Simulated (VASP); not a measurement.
# WSe2 (P-6m2) in VASP: notebook

Runs on WSe2. Level: PBEsol+D3(BJ). Tasks: single point.

Everything below comes from runs of VASP 6.6.1. Logs are shortened: lines on timing, memory, paths and dates and some standing lists are left out, and cuts for length are marked.

## 1. The cell of the first run

Symmetry: P-6m2, No. 187, hexagonal system. The conventional cell has a = 3.207 Å, b = 3.207 Å, c = 6.771 Å, α = 90.00°, β = 90.00°, γ = 120.00°. W (site symmetry -6m2) has 6 Se at 2.50 Å and 6 W at 3.21 Å within 3.3 Å. Within 3.3 Å of Se (site symmetry 3m) lie 3 W at 2.50 Å and 6 Se at 3.21 Å.

## 2. Single point, PBEsol+D3(BJ)

Contents of INCAR:

```
PREC     = Accurate       # precision mode
ENCUT    = 520            # plane-wave cutoff, eV
EDIFF    = 1E-6           # SCF threshold, eV
ISMEAR   = 0              # smearing method
SIGMA    = 0.02           # smearing width, eV
LREAL    = False          # projectors in reciprocal space
LASPH    = True           # aspherical terms in the spheres
NELM     = 80             # most SCF steps
ALGO     = Normal         # electronic algorithm
ISIF     = 2              # what is computed and relaxed
LWAVE    = False          # write WAVECAR
LCHARG   = True           # write CHGCAR
GGA      = PS             # functional
IVDW     = 12             # dispersion correction
LELF     = True           # ELF
LVHAR    = True         
NBANDS   = 20             # bands
```

Contents of KPOINTS:

```
regular mesh
0
Gamma
  12 12 2
```

Contents of POSCAR:

```
WSe2
1.0
    3.2072577469      0.0000000000      0.0000000000
   -1.6036288734      2.7775666853      0.0000000000
    0.0000000000      0.0000000000      6.7708498701
W Se
1 2
Direct
    0.0000000000      0.0000000000      0.0000000000
    0.3333333333      0.6666666667      0.2490323773
    0.3333333333      0.6666666667      0.7509676227
```

Potentials or basis: VASP PAW PBE potentials, release 64 (W_sv, Se).

On the command line:

```bash
$ cat potpaw_PBE.64/W_sv/POTCAR potpaw_PBE.64/Se/POTCAR > POTCAR
$ mpirun -np 1 vasp_std > vasp.out
```

OUTCAR:

```text
PREC = Accurate
   ENCUT = 520
   EDIFF = 1E-6
   ISMEAR = 0
   LREAL = False
   LASPH = True
   NELM = 80
   ISIF = 2
   GGA = PS
   IVDW = 12
 IVDW          = 12

 ion  position               nearest neighbor table
   1  0.000  0.000  0.000-   2 2.50   3 2.50   2 2.50   3 2.50   2 2.50   3 2.50
   2  0.333  0.667  0.249-   1 2.50   1 2.50   1 2.50
   3  0.333  0.667  0.751-   1 2.50   1 2.50   1 2.50

  LATTYP: Found a hexagonal cell.
 ALAT       =     3.2072577469
 C/A-ratio  =     2.1111025070

  Lattice vectors:

 A1 = (   3.2072577469,   0.0000000000,   0.0000000000)
 A2 = (  -1.6036288734,   2.7775666853,   0.0000000000)
 A3 = (   0.0000000000,   0.0000000000,   6.7708498701)

Analysis of symmetry for initial positions (statically):
=====================================================================
 Subroutine PRICEL returns:
 Original cell was already a primitive cell.

 Routine SETGRP: Setting up the symmetry group for a
 hexagonal supercell.

 Subroutine GETGRP returns: Found 12 space group operations
 (whereof 12 operations were pure point group operations)
 out of a pool of 24 trial point group operations.

The static configuration has the point symmetry D_3h.

Analysis of symmetry for dynamics (positions and initial velocities):
=====================================================================
 Subroutine PRICEL returns:
 Original cell was already a primitive cell.

 Routine SETGRP: Setting up the symmetry group for a
 hexagonal supercell.

 Subroutine GETGRP returns: Found 12 space group operations
 (whereof 12 operations were pure point group operations)
 out of a pool of 24 trial point group operations.

The dynamic configuration has the point symmetry D_3h.

 Subroutine INISYM returns: Found 12 space group operations
 (whereof 12 operations are pure point group operations),
 and found     1 'primitive' translations

----------------------------------------------------------------------------------------

                                     Primitive cell

  volume of cell :      60.3173

  direct lattice vectors                    reciprocal lattice vectors
     3.207257747  0.000000000  0.000000000     0.311792840  0.180013680  0.000000000
    -1.603628873  2.777566685  0.000000000     0.000000000  0.360027360  0.000000000
     0.000000000  0.000000000  6.770849870     0.000000000  0.000000000  0.147691947

  length of vectors
     3.207257747  3.207257747  6.770849870     0.360027360  0.360027360  0.147691947

  position of ions in fractional coordinates (direct lattice)
     0.000000000  0.000000000  0.000000000
     0.333333333  0.666666667  0.249032377
     0.333333333  0.666666667  0.750967623

  ion indices of the primitive-cell ions
   primitive index   ion index
                 1           1
                 2           2
                 3           3

----------------------------------------------------------------------------------------

 KPOINTS: regular mesh

Automatic generation of k-mesh.
 Grid dimensions read from file:
 generate k-points for:   12   12    2

 Generating k-lattice:

  Cartesian coordinates                     Fractional coordinates (reciprocal lattice)
     0.025982737  0.015001140  0.000000000     0.083333333 -0.000000000  0.000000000
     0.000000000  0.030002280  0.000000000     0.000000000  0.083333333  0.000000000
     0.000000000  0.000000000  0.073845973     0.000000000  0.000000000  0.500000000

  Length of vectors
     0.030002280  0.030002280  0.073845973

  Shift w.r.t. Gamma in fractional coordinates (k-lattice)
     0.000000000  0.000000000  0.000000000

 Subroutine IBZKPT returns following result:
 ===========================================

 Found     38 irreducible k-points:

 Following reciprocal coordinates:
            Coordinates               Weight
  0.000000  0.000000  0.000000      1.000000
  0.083333  0.000000  0.000000      6.000000
  0.166667  0.000000  0.000000      6.000000
  0.250000  0.000000  0.000000      6.000000
  0.333333  0.000000  0.000000      6.000000
  0.416667  0.000000  0.000000      6.000000
[... 16 lines left out ...]
  0.250000  0.000000  0.500000      6.000000
  0.333333  0.000000  0.500000      6.000000
 [... further k-points ...]
   k-points           NKPTS =     38   k-points in BZ     NKDIM =     38   number of bands    NBANDS=     20
   number of dos      NEDOS =    301   number of ions     NIONS =      3
   total plane-waves  NPLWV =  28800
   dimension x,y,z NGX =    24 NGY =   24 NGZ =   50
   dimension x,y,z NGXF=    48 NGYF=   48 NGZF=  100
   ions per type =               1   2
   NGX,Y,Z   is equivalent  to a cutoff of  12.44, 12.44, 12.28 a.u.
   NGXF,Y,Z  is equivalent  to a cutoff of  24.88, 24.88, 24.55 a.u.
 SYSTEM =  unknown system
   PREC   = accura    normal or accurate (medium, high low for compatibility)
   ISTART =      0    job   : 0-new  1-cont  2-samecut
   ICHARG =      2    charge: 1-file 2-atom 10-const
[... 84 lines left out ...]
     20      15.5193      0.00000

 k-point     3 :       0.1667    0.0000    0.0000
  band No.  band energies     occupation
      1     -67.9219      2.00000
      2     -32.2329      2.00000
      3     -32.1050      2.00000
      4     -32.0448      2.00000
      5      -8.8510      2.00000
      6      -7.5394      2.00000
[... 12 lines left out ...]
     19      14.6906      0.00000
     20      15.2986      0.00000

 k-point     4 :       0.2500    0.0000    0.0000
  band No.  band energies     occupation
      1     -67.9181      2.00000
      2     -32.2177      2.00000
      3     -32.1824      2.00000
      4     -32.0630      2.00000
      5      -8.3414      2.00000
      6      -7.2873      2.00000
[... 12 lines left out ...]
     19      14.2301      0.00000
     20      14.9779      0.00000

 k-point     5 :       0.3333    0.0000    0.0000
  band No.  band energies     occupation
      1     -67.9144      2.00000
      2     -32.2587      2.00000
      3     -32.2024      2.00000
      4     -32.0811      2.00000
      5      -7.7446      2.00000
      6      -7.0012      2.00000
[... 12 lines left out ...]
     19      13.1747      0.00000
     20      14.1709      0.00000

 k-point     6 :       0.4167    0.0000    0.0000
  band No.  band energies     occupation
      1     -67.9116      2.00000
      2     -32.3139      2.00000
      3     -32.1912      2.00000
      4     -32.0943      2.00000
      5      -7.2180      2.00000
      6      -6.7624      2.00000
[... 12 lines left out ...]
     19      12.6503      0.00000
     20      13.8170      0.00000

 k-point     7 :       0.5000    0.0000    0.0000
  band No.  band energies     occupation
      1     -67.9106      2.00000
      2     -32.3340      2.00000
      3     -32.1870      2.00000
      4     -32.0991      2.00000
      5      -6.9956      2.00000
      6      -6.6671      2.00000
[... 12 lines left out ...]
     19      12.5725      0.00000
     20      13.7556      0.00000
[... 277 lines left out ...]
 k-point    20 :       0.0000    0.0000    0.5000
  band No.  band energies     occupation
      1     -67.9257      2.00000
      2     -32.2482      2.00000
      3     -32.0265      2.00000
      4     -32.0265      2.00000
      5      -9.1302      2.00000
      6      -8.0654      2.00000
[... 12 lines left out ...]
     19      14.2497      0.00000
     20      14.7316      0.00000

 k-point    21 :       0.0833    0.0000    0.5000
  band No.  band energies     occupation
      1     -67.9247      2.00000
      2     -32.2441      2.00000
      3     -32.0476      2.00000
      4     -32.0314      2.00000
      5      -9.0125      2.00000
      6      -8.0020      2.00000
[... 12 lines left out ...]
     19      14.7883      0.00000
     20      14.9159      0.00000

 k-point    22 :       0.1667    0.0000    0.5000
  band No.  band energies     occupation
      1     -67.9219      2.00000
      2     -32.2329      2.00000
      3     -32.1050      2.00000
      4     -32.0448      2.00000
      5      -8.6742      2.00000
      6      -7.8196      2.00000
[... 12 lines left out ...]
     19      14.6125      0.00000
     20      15.5080      0.00000

 k-point    23 :       0.2500    0.0000    0.5000
  band No.  band energies     occupation
      1     -67.9182      2.00000
      2     -32.2177      2.00000
      3     -32.1824      2.00000
      4     -32.0630      2.00000
      5      -8.1615      2.00000
      6      -7.5452      2.00000
[... 12 lines left out ...]
     19      13.6431      0.00000
     20      15.4508      0.00000

 k-point    24 :       0.3333    0.0000    0.5000
  band No.  band energies     occupation
      1     -67.9144      2.00000
      2     -32.2587      2.00000
      3     -32.2024      2.00000
      4     -32.0811      2.00000
      5      -7.5635      2.00000
      6      -7.2323      2.00000
[... 12 lines left out ...]
     19      12.9532      0.00000
     20      14.8491      0.00000

 [... further k-points ...]

------------------------ aborting loop because EDIFF is reached ----------------------------------------

 Edisp (eV)   -1.32102

 E8    (eV) :    -0.8875

  FORCE on cell =-STRESS in cart. coord.  units (eV):
  Direction    XX          YY          ZZ          XY          YZ          ZX
  --------------------------------------------------------------------------------------
  -------------------------------------------------------------------------------------
  Total       0.91799     0.91799     0.97238     0.00000    -0.00000     0.00000
  in kB      24.38425    24.38425    25.82883     0.00000    -0.00000     0.00000
  external pressure =       24.87 kB  Pullay stress =        0.00 kB

 VOLUME and BASIS-vectors are now :
 -----------------------------------------------------------------------------
  energy-cutoff  :      520.00
  volume of cell :       60.32
      direct lattice vectors                 reciprocal lattice vectors
     3.207257747  0.000000000  0.000000000     0.311792840  0.180013680  0.000000000
    -1.603628873  2.777566685  0.000000000     0.000000000  0.360027360  0.000000000
     0.000000000  0.000000000  6.770849870     0.000000000  0.000000000  0.147691947

 POSITION                                       TOTAL-FORCE (eV/Angst)
 -----------------------------------------------------------------------------------
      0.00000      0.00000      0.00000        -0.000000      0.000000      0.000000
     -0.00000      1.85171      1.68616         0.000000     -0.000000      0.065037
     -0.00000      1.85171      5.08469         0.000000      0.000000     -0.065037
 -----------------------------------------------------------------------------------
    total drift:                                0.000000     -0.000000     -0.000000

  FREE ENERGIE OF THE ION-ELECTRON SYSTEM (eV)
  ---------------------------------------------------
  free  energy   TOTEN  =       -24.4362553381 eV

  energy  without entropy=      -24.4362553381  energy(sigma->0) =      -24.43625534
```

It took 53 s on 1 thread of Intel Xeon 8259CL, shared host; peak memory 0.21 GiB.

What came out:

```yaml
Free_energy: -24.4363 eV
Pressure: 2.5 GPa
Largest_force: 0.065 eV/Å
Band_gap_on_the_k_mesh: 1.08 eV, indirect (least direct gap 1.87 eV)
Dispersion_energy_per_atom: -0.440 eV
```

Forces in eV/Å, atoms in the order of the input:
```
W    0.000  0.000  0.000
Se   0.000  0.000  0.065
Se   0.000  0.000 -0.065
```

Levels at points of the mesh, in eV from the valence-band top:
```
           k point  band 11  band 12  band 13  band 14  band 15  band 16
(0.00, 0.00, 0.00)    -1.25    -1.10    -1.10     3.23     3.23     3.24
(0.50, 0.00, 0.00)    -1.80    -1.49    -0.86     2.44     2.70     4.20
(0.00, 0.00, 0.50)    -1.13    -1.13     0.00     3.09     3.09     3.43
(0.50, 0.00, 0.50)    -3.09    -0.84    -0.70     2.73     3.13     3.15
```

Caveat: the k points lie up to 0.46 Å⁻¹ apart; the PAW data sets were made with another functional, which shifts forces and pressure a little; spin-orbit coupling is left out, which moves the levels of the heavy elements. A k mesh can miss the band edges.

## 3. Single point, PBEsol+D3(BJ)

This run uses another cell than the first one, of 17.25 Å³/atom, 0.858 times its volume.

Contents of INCAR:

```
SYSTEM = WSe2
ALGO = Normal
EDIFF = 1E-6
ENCUT = 520
GGA = PS
ISIF = 2
ISMEAR = 0
IVDW = 12
LASPH = .TRUE.
LCHARG = .FALSE.
LREAL = .FALSE.
LWAVE = .FALSE.
NBANDS = 20
NELM = 100
PREC = Accurate
SIGMA = 0.02
```

Contents of KPOINTS:

```
k-points
0
G
  12 12 4
  0 0 0
```

Contents of POSCAR:

```
WSe2
1.0
    3.0669520117      0.0000000000      0.0000000000
   -1.5334760058      2.6560583543      0.0000000000
    0.0000000000      0.0000000000      6.3522798837
W Se
1 2
Direct
    0.0000000000      0.0000000000      0.0000000000
    0.3333333333      0.6666666667      0.2683308781
    0.3333333333      0.6666666667      0.7316691219
```

Potentials or basis: VASP PAW PBE potentials, release 64 (W_sv, Se).

On the command line:

```bash
$ cat potpaw_PBE.64/W_sv/POTCAR potpaw_PBE.64/Se/POTCAR > POTCAR
$ mpirun -np 1 vasp_std > vasp.out
```

Run time: 60 s. Hardware: 1 thread of Intel Xeon 8259CL, shared host; peak memory 0.22 GiB.

The run converged. Its results:

```yaml
Free_energy: -23.9416 eV
Pressure: 20.8 GPa
Largest_force: 0.086 eV/Å
Band_gap_on_the_k_mesh: 0.64 eV, indirect (least direct gap 1.08 eV)
Dispersion_energy_per_atom: -0.517 eV
```

Forces on the atoms (eV/Å):
```
W    0.000  0.000  0.000
Se   0.000  0.000  0.086
Se   0.000  0.000 -0.086
```

Stress tensor (GPa, compression positive):
```
20.66  0.00  0.00
 0.00 20.66  0.00
 0.00  0.00 21.01
```

Levels at points of the mesh, in eV from the valence-band top:
```
           k point  band 9  band 10  band 11  band 12  band 13  band 14  band 15  band 16  band 17  band 18
(0.00, 0.00, 0.00)   -2.25    -2.10    -1.05    -0.78    -0.78     3.46     3.46     3.79     3.79     6.02
(0.50, 0.00, 0.00)   -5.57    -3.02    -2.01    -1.65    -0.73     1.91     3.34     4.75     5.06     5.24
(0.00, 0.00, 0.50)   -2.20    -2.20    -0.87    -0.87     0.00     3.39     3.39     3.98     3.98     6.60
(0.50, 0.00, 0.50)   -4.36    -4.21    -3.16    -0.57    -0.31     2.85     3.38     3.53     4.36     6.13
```

Caveat: the PAW data sets were made with another functional, which shifts forces and pressure a little; spin-orbit coupling is left out, which moves the levels of the heavy elements.

## 4. Single point, PBEsol+D3(BJ)

This run uses another cell than the first one, of 18.45 Å³/atom, 0.918 times its volume.

Contents of INCAR:

```
SYSTEM = WSe2
PREC     = Accurate       ! precision mode
ENCUT    = 520            ! plane-wave cutoff, eV
EDIFF    = 1E-6           ! SCF threshold, eV
ISMEAR   = 0              ! smearing method
SIGMA    = 0.02           ! smearing width, eV
LREAL    = .FALSE.        ! projectors in reciprocal space
LASPH    = .TRUE.         ! aspherical terms in the spheres
NELM     = 80             ! most SCF steps
ALGO     = Normal         ! electronic algorithm
ISIF     = 2              ! what is computed and relaxed
LWAVE    = .FALSE.        ! write WAVECAR
LCHARG   = .TRUE.         ! write CHGCAR
GGA      = PS             ! functional
IVDW     = 12             ! dispersion correction
LELF     = .TRUE.         ! ELF
LVHAR    = .TRUE.       
NBANDS   = 20             ! bands
```

Contents of KPOINTS:

```
Automatic mesh
0
G
  12 12 4
  0 0 0
```

Contents of POSCAR:

```
WSe2
1.0
    3.1370523701      0.0000000000      0.0000000000
   -1.5685261851      2.7167670455      0.0000000000
    0.0000000000      0.0000000000      6.4939289750
W Se
1 2
Direct
    0.0000000000      0.0000000000      0.0000000000
    0.3333333333      0.6666666667      0.2610426457
    0.3333333333      0.6666666667      0.7389573543
```

On the command line:

```bash
$ cat potpaw_PBE.64/W_sv/POTCAR potpaw_PBE.64/Se/POTCAR > POTCAR
$ mpirun -np 1 vasp_std > vasp.out
```

It took 65 s on 1 thread of Intel Xeon 8259CL, shared host; peak memory 0.22 GiB.

It converged, with:

| Property | Result |
| --- | --- |
| Free energy | -24.2801 eV |
| Pressure | 10.6 GPa |
| Largest force | 0.076 eV/Å |
| Band gap on the k mesh | 0.81 eV, indirect (least direct gap 1.47 eV) |
| Dispersion energy per atom | -0.482 eV |

Forces in eV/Å, atoms in the order of the input:
```
W    0.000  0.000  0.000
Se   0.000  0.000  0.076
Se   0.000  0.000 -0.076
```

Stress tensor (GPa, compression positive):
```
10.54  0.00  0.00
 0.00 10.54  0.00
 0.00  0.00 10.81
```

Levels at points of the mesh, in eV from the valence-band top:
```csv
k point,band 10,band 11,band 12,band 13,band 14,band 15,band 16,band 17
"(0.00, 0.00, 0.00)",-1.73,-1.16,-1.00,-1.00,3.28,3.28,3.46,3.46
"(0.50, 0.00, 0.00)",-3.08,-1.81,-1.72,-0.86,2.12,2.96,4.54,4.54
"(0.00, 0.00, 0.50)",-2.31,-1.07,-1.07,0.00,3.17,3.17,3.65,3.65
"(0.50, 0.00, 0.50)",-3.77,-3.18,-0.74,-0.56,2.94,2.99,3.32,4.29
```

Caveat: the PAW data sets were made with another functional, which shifts forces and pressure a little; spin-orbit coupling is left out, which moves the levels of the heavy elements. A k mesh can miss the band edges.

## 5. Overview

```tsv
cell	k mesh	gap on the mesh (eV)	pressure (GPa)	largest force (eV/Å)
a = 3.207, b = 3.207, c = 6.771 Å, angles 90.0, 90.0, 120.0°, 3 atoms	12 × 12 × 2	1.08	2.5	0.07
a = 3.067, b = 3.067, c = 6.352 Å, angles 90.0, 90.0, 120.0°, 3 atoms	12 × 12 × 4	0.64	20.8	0.09
a = 3.137, b = 3.137, c = 6.494 Å, angles 90.0, 90.0, 120.0°, 3 atoms	12 × 12 × 4	0.81	10.6	0.08
```

Alike in all rows: task single point; level PBEsol+D3(BJ); potentials or basis VASP PAW PBE potentials, release 64 (W_sv, Se); no spin polarisation; cutoff (eV) 520; smearing gaussian 0.02 eV.

Caveats: some runs use coarse meshes; the PAW data sets were made with another functional, which shifts forces and pressure a little; spin-orbit coupling is left out, which moves the levels of the heavy elements.

Absolute energies hang on the potentials; compare differences alone.
